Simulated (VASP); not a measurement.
# WS2 in VASP: further runs

The runs below take WS2 through single point, with PBE+D3(BJ).

All numbers are computed with VASP 6.6.1; they aren't measurements. Logs are shortened: lines on timing, memory, paths and dates and some standing lists are left out, and cuts for length are marked.

## Step 1: The cell of the first run

The cell holds a slab with vacuum, 6 atoms: a = 3.160 Å, b = 3.160 Å, c = 23.804 Å, α = 90.00°, β = 90.00°, γ = 120.00°.

## Step 2: Single point, PBE+D3(BJ)

Contents of INCAR:

```
PREC     = Accurate       # precision mode
ENCUT    = 520            # plane-wave cutoff, eV
EDIFF    = 1E-6           # SCF threshold, eV
ISMEAR   = 0              # smearing method
SIGMA    = 0.05           # smearing width, eV
LREAL    = False          # projectors in reciprocal space
LASPH    = True           # aspherical terms in the spheres
NELM     = 60             # most SCF steps
ALGO     = Normal         # electronic algorithm
ISIF     = 2              # what is computed and relaxed
LWAVE    = False          # write WAVECAR
LCHARG   = True           # write CHGCAR
LDIPOL   = True         
IDIPOL   = 3            
DIPOL    = 0.5 0.5 0.389
GGA      = PE             # functional
IVDW     = 12             # dispersion correction
LELF     = True           # ELF
LVHAR    = True         
LVACPOTAV= True         
NBANDS   = 35             # bands
```

Contents of KPOINTS:

```
regular mesh
0
Gamma
  9 9 1
```

Contents of POSCAR:

```
WS2
1.0
    3.1595457497      0.0000000000      0.0000000000
   -1.5797728749      2.7362468836      0.0000000000
    0.0000000000      0.0000000000     23.8042575719
S W
4 2
Direct
    0.3333333333      0.6666666667      0.1890418126
    0.3333333333      0.6666666667      0.3214605103
    0.8333333333      0.6666666667      0.4563103366
    0.8333333333      0.6666666667      0.5887290343
    0.6666666667      0.3333333333      0.2552511581
    0.5000000000      1.0000000000      0.5225196821
```

Potentials or basis: VASP PAW PBE potentials, release 64 (S, W_sv).

Run with:

```
> cat potpaw_PBE.64/S/POTCAR potpaw_PBE.64/W_sv/POTCAR > POTCAR
> mpirun -np 1 vasp_std > vasp.out
```

OUTCAR:

```text
PREC = Accurate
   ENCUT = 520
   EDIFF = 1E-6
   ISMEAR = 0
   LREAL = False
   LASPH = True
   NELM = 60
   ISIF = 2
   GGA = PE
   IVDW = 12
 IVDW          = 12

 ion  position               nearest neighbor table
   1  0.333  0.667  0.189-   5 2.41   5 2.41   5 2.41
   2  0.333  0.667  0.321-   5 2.41   5 2.41   5 2.41
   3  0.833  0.667  0.456-   6 2.41   6 2.41   6 2.41
   4  0.833  0.667  0.589-   6 2.41   6 2.41   6 2.41
   5  0.667  0.333  0.255-   1 2.41   1 2.41   1 2.41   2 2.41   2 2.41   2 2.41
   6  0.500  0.000  0.523-   3 2.41   3 2.41   3 2.41   4 2.41   4 2.41   4 2.41

  LATTYP: Found a hexagonal cell.
 ALAT       =     3.1595457497
 C/A-ratio  =     7.5340759266

  Lattice vectors:

 A1 = (   3.1595457497,   0.0000000000,   0.0000000000)
 A2 = (  -1.5797728749,   2.7362468836,   0.0000000000)
 A3 = (   0.0000000000,   0.0000000000,  23.8042575719)

Analysis of symmetry for initial positions (statically):
=====================================================================
 Subroutine PRICEL returns:
 Original cell was already a primitive cell.

 Routine SETGRP: Setting up the symmetry group for a
 hexagonal supercell.

 Subroutine GETGRP returns: Found  4 space group operations
 (whereof  2 operations were pure point group operations)
 out of a pool of 24 trial point group operations.

The static configuration has the point symmetry C_1h.
 The point group associated with its full space group is C_2h.

Analysis of symmetry for dynamics (positions and initial velocities):
=====================================================================
 Subroutine PRICEL returns:
 Original cell was already a primitive cell.

 Routine SETGRP: Setting up the symmetry group for a
 hexagonal supercell.

 Subroutine GETGRP returns: Found  4 space group operations
 (whereof  2 operations were pure point group operations)
 out of a pool of 24 trial point group operations.

The dynamic configuration has the point symmetry C_1h.
 The point group associated with its full space group is C_2h.

 Subroutine INISYM returns: Found  4 space group operations
 (whereof  2 operations are pure point group operations),
 and found     1 'primitive' translations

----------------------------------------------------------------------------------------

                                     Primitive cell

  volume of cell :     205.7949

  direct lattice vectors                    reciprocal lattice vectors
     3.159545750  0.000000000  0.000000000     0.316501193  0.182732049  0.000000000
    -1.579772875  2.736246884  0.000000000     0.000000000  0.365464098  0.000000000
     0.000000000  0.000000000 23.804257572     0.000000000  0.000000000  0.042009292

  length of vectors
     3.159545750  3.159545750 23.804257572     0.365464098  0.365464098  0.042009292

  position of ions in fractional coordinates (direct lattice)
     0.333333333  0.666666667  0.189041813
     0.333333333  0.666666667  0.321460510
     0.833333333  0.666666667  0.456310337
     0.833333333  0.666666667  0.588729034
     0.666666667  0.333333333  0.255251158
     0.500000000  0.000000000  0.522519682

  ion indices of the primitive-cell ions
   primitive index   ion index
                 1           1
                 2           2
                 3           3
                 4           4
                 5           5
                 6           6

----------------------------------------------------------------------------------------

 KPOINTS: regular mesh

Automatic generation of k-mesh.
 Grid dimensions read from file:
 generate k-points for:    9    9    1

 Generating k-lattice:

  Cartesian coordinates                     Fractional coordinates (reciprocal lattice)
     0.035166799  0.020303561  0.000000000     0.111111111 -0.000000000  0.000000000
     0.000000000  0.040607122  0.000000000     0.000000000  0.111111111  0.000000000
     0.000000000  0.000000000  0.042009292     0.000000000  0.000000000  1.000000000

  Length of vectors
     0.040607122  0.040607122  0.042009292

  Shift w.r.t. Gamma in fractional coordinates (k-lattice)
     0.000000000  0.000000000  0.000000000

 Subroutine IBZKPT returns following result:
 ===========================================

 Found     25 irreducible k-points:

 Following reciprocal coordinates:
            Coordinates               Weight
  0.000000  0.000000  0.000000      1.000000
  0.111111 -0.000000  0.000000      4.000000
  0.000000  0.111111  0.000000      2.000000
  0.222222  0.000000  0.000000      4.000000
  0.000000  0.222222  0.000000      2.000000
  0.333333 -0.000000  0.000000      4.000000
[... 16 lines left out ...]
 -0.222222 -0.444444  0.000000      4.000000
  0.444444  0.333333  0.000000      4.000000
   k-points           NKPTS =     25   k-points in BZ     NKDIM =     25   number of bands    NBANDS=     35
   number of dos      NEDOS =    301   number of ions     NIONS =      6
   total plane-waves  NPLWV = 103680
   dimension x,y,z NGX =    24 NGY =   24 NGZ =  180
   dimension x,y,z NGXF=    48 NGYF=   48 NGZF=  360
   ions per type =               4   2
   NGX,Y,Z   is equivalent  to a cutoff of  12.63, 12.63, 12.57 a.u.
   NGXF,Y,Z  is equivalent  to a cutoff of  25.26, 25.26, 25.14 a.u.
 SYSTEM =  unknown system
   PREC   = accura    normal or accurate (medium, high low for compatibility)
   ISTART =      0    job   : 0-new  1-cont  2-samecut
   ICHARG =      2    charge: 1-file 2-atom 10-const
   ISPIN  =      1    spin polarized calculation?
   LNONCOLLINEAR =      F non collinear calculations
   LSORBIT =      F    spin-orbit coupling
   LASPH  =      T    aspherical Exc in radial PAW
   ENCUT  =  520.0 eV  38.22 Ry    6.18 a.u.   5.87  5.87 44.26*2*pi/ulx,y,z
   NELM   =     60;   NELMIN=  2; NELMDL= -5     # of ELM steps
   EDIFF  = 0.1E-05   stopping-criterion for ELM
   LREAL  =      F    real-space projection
   EDIFFG = 0.1E-04   stopping-criterion for IOM
   NSW    =      0    number of steps for IOM
   IBRION =     -1    ionic relax: 0-MD 1-quasi-New 2-CG
   NFREE  =      0    steps in history (QN), initial steepest desc. (CG)
   ISIF   =      2    stress and relaxation
   ISYM   =      2    0-nonsym 1-usesym 2-fastsym
   POTIM  = 0.5000    time-step for ionic-motion
   TEBEG  =    0.0;   TEEND  =   0.0 temperature during run
   PSTRESS=    0.0 pullay stress
   NELECT =      52.0000    total number of electrons
   NUPDOWN=      -1.0000    fix difference up-down
   EMIN   =  10.00;   EMAX   =-10.00  energy-range for DOS
   EFERMI =   0.00;   METHOD = LEGACY
   ISMEAR =     0;   SIGMA  =   0.05  broadening in eV -4-tet -1-fermi 0-gaus
   EFERMI_NEDOS =   21; number of points for ismear=-14 and -15
   IALGO  =     38    algorithm
   IMIX   =      4    mixing-type and parameters
     AMIX     =   0.40;   BMIX     =  1.00
     AMIX_MAG =   1.60;   BMIX_MAG =  1.00
  volume/ion in A,a.u.               =      34.30       231.46
  Fermi-wavevector in a.u.,A,eV,Ry     =   1.034978  1.955825 14.574279  1.071179
  Thomas-Fermi vector in A             =   2.169299
   LORBIT       =      0    0 simple, 1 ext, 2 COOP (PROOUT), +10 PAW based schemes
   GGA     = PE    functional components
   LHFCALC =     F    Hartree Fock is set to
   AEXX    =    0.0000 exact exchange contribution
   IVDW    =    12    specifies the selected vdW correction
   LEPSILON=     F    determine dielectric tensor
   LRPA    =     F    only Hartree local field effects (RPA)
 non-spin polarized calculation
 Gauss-broadening in eV      SIGMA  =   0.05
  energy-cutoff  :      520.00
  volume of cell :      205.79
 maximum number of plane-waves:      5566
   NGX = 11   NGY = 11   NGZ = 89

 dipolmoment           0.000000      0.000000      0.000000 electrons x Angstroem

 number of electron      51.9999994 magnetization

 dipolmoment           0.000000      0.000000     -0.000002 electrons x Angstroem

 Free energy of the ion-electron system (eV)
  ---------------------------------------------------
  ext. energy  EPLUGINS =         0.00000000
  ---------------------------------------------------
  free energy    TOTEN  =       -47.29347491 eV

  energy without entropy =      -47.29347491  energy(sigma->0) =      -47.29347491

 E-fermi :   1.3544     XC(G=0):  -6.1321

 val. band max:        1.0822917379   @ k =   0.0000   0.0000   0.0000
 cond. band min:       2.7094786372   @ k =  -0.1111   0.3333   0.0000
 fundamental gap:      1.6271868993
 Fermi energy:         1.3544166182

 k-point     1 :       0.0000    0.0000    0.0000
  band No.  band energies     occupation
      1     -73.1932      2.00000
      2     -73.1932      2.00000
      3     -37.4457      2.00000
      4     -37.4457      2.00000
      5     -37.2708      2.00000
      6     -37.2707      2.00000
[... 27 lines left out ...]
     34       3.9294      0.00000
     35       5.8704      0.00000

 k-point     2 :       0.1111   -0.0000    0.0000
  band No.  band energies     occupation
      1     -73.1911      2.00000
      2     -73.1910      2.00000
      3     -37.4380      2.00000
      4     -37.4380      2.00000
      5     -37.3134      2.00000
      6     -37.3134      2.00000
[... 27 lines left out ...]
     34       4.1080      0.00000
     35       6.2297      0.00000

 k-point     3 :       0.0000    0.1111    0.0000
  band No.  band energies     occupation
      1     -73.1911      2.00000
      2     -73.1910      2.00000
      3     -37.4380      2.00000
      4     -37.4380      2.00000
      5     -37.3135      2.00000
      6     -37.3135      2.00000
[... 27 lines left out ...]
     34       4.1456      0.00000
     35       6.2286      0.00000
[... 723 lines left out ...]
 k-point    23 :      -0.2222   -0.4444    0.0000
  band No.  band energies     occupation
      1     -73.1735      2.00000
      2     -73.1735      2.00000
      3     -37.5738      2.00000
      4     -37.5738      2.00000
      5     -37.4390      2.00000
      6     -37.4390      2.00000
[... 27 lines left out ...]
     34       6.1422      0.00000
     35       6.7762      0.00000

 k-point    24 :       0.4444    0.3333    0.0000
  band No.  band energies     occupation
      1     -73.1735      2.00000
      2     -73.1735      2.00000
      3     -37.5737      2.00000
      4     -37.5737      2.00000
      5     -37.4391      2.00000
      6     -37.4391      2.00000
[... 27 lines left out ...]
     34       6.1110      0.00000
     35       7.0303      0.00000

 [... further k-points ...]

------------------------ aborting loop because EDIFF is reached ----------------------------------------

 Edisp (eV)   -2.15785

 E8    (eV) :    -0.9369

  FORCE on cell =-STRESS in cart. coord.  units (eV):
  Direction    XX          YY          ZZ          XY          YZ          ZX
  --------------------------------------------------------------------------------------
  -------------------------------------------------------------------------------------
  Total      -0.14923    -0.26926    -0.45100     0.00000    -0.05309     0.00000
  in kB      -1.16182    -2.09628    -3.51114     0.00000    -0.41335     0.00000
  external pressure =       -2.26 kB  Pullay stress =        0.00 kB

 VOLUME and BASIS-vectors are now :
 -----------------------------------------------------------------------------
  energy-cutoff  :      520.00
  volume of cell :      205.79
      direct lattice vectors                 reciprocal lattice vectors
     3.159545750  0.000000000  0.000000000     0.316501193  0.182732049  0.000000000
    -1.579772875  2.736246884  0.000000000     0.000000000  0.365464098  0.000000000
     0.000000000  0.000000000 23.804257572     0.000000000  0.000000000  0.042009292

 POSITION                                       TOTAL-FORCE (eV/Angst)
 -----------------------------------------------------------------------------------
     -0.00000      1.82416      4.50000         0.000000     -0.003483      0.005114
     -0.00000      1.82416      7.65213        -0.000000      0.005598      0.003243
      1.57977      1.82416     10.86213         0.000000     -0.005598     -0.003243
      1.57977      1.82416     14.01426        -0.000000      0.003483     -0.005114
      1.57977      0.91208      6.07606        -0.000000      0.010635      0.049220
      1.57977      0.00000     12.43819         0.000000     -0.010635     -0.049220
 -----------------------------------------------------------------------------------
    total drift:                                0.000000     -0.000000     -0.000322

  FREE ENERGIE OF THE ION-ELECTRON SYSTEM (eV)
  ---------------------------------------------------
  free  energy   TOTEN  =       -49.4513211767 eV

  energy  without entropy=      -49.4513211767  energy(sigma->0) =      -49.45132118

 vacuum level on the upper side and lower side of the slab         6.470         6.470
```

Run time: 2.4 min. Hardware: 1 thread of AMD EPYC 9R45 (Zen 5), shared host; peak memory 0.36 GiB.

What came out:

| Quantity | Value |
| --- | --- |
| Free energy | -49.4513 eV |
| Largest force | 0.050 eV/Å |
| Band gap on the k mesh | 1.63 eV, indirect (least direct gap 1.90 eV) |
| Dispersion energy per atom | -0.360 eV |

Forces in eV/Å, atoms in the order of the input:
```
S    0.000 -0.003  0.005
S    0.000  0.006  0.003
S    0.000 -0.006 -0.003
S    0.000  0.003 -0.005
W    0.000  0.011  0.049
W    0.000 -0.011 -0.049
```

Levels at points of the mesh, in eV from the valence-band top:
| k point | band 24 | band 25 | band 26 | band 27 | band 28 | band 29 |
| --- | --- | --- | --- | --- | --- | --- |
| (0.00, 0.00, 0.00) | -1.83 | -0.60 | 0.00 | 2.61 | 2.65 | 2.67 |

Caveat: spin-orbit coupling is left out, which moves the levels of the heavy elements.

[end of part 1 of 2]
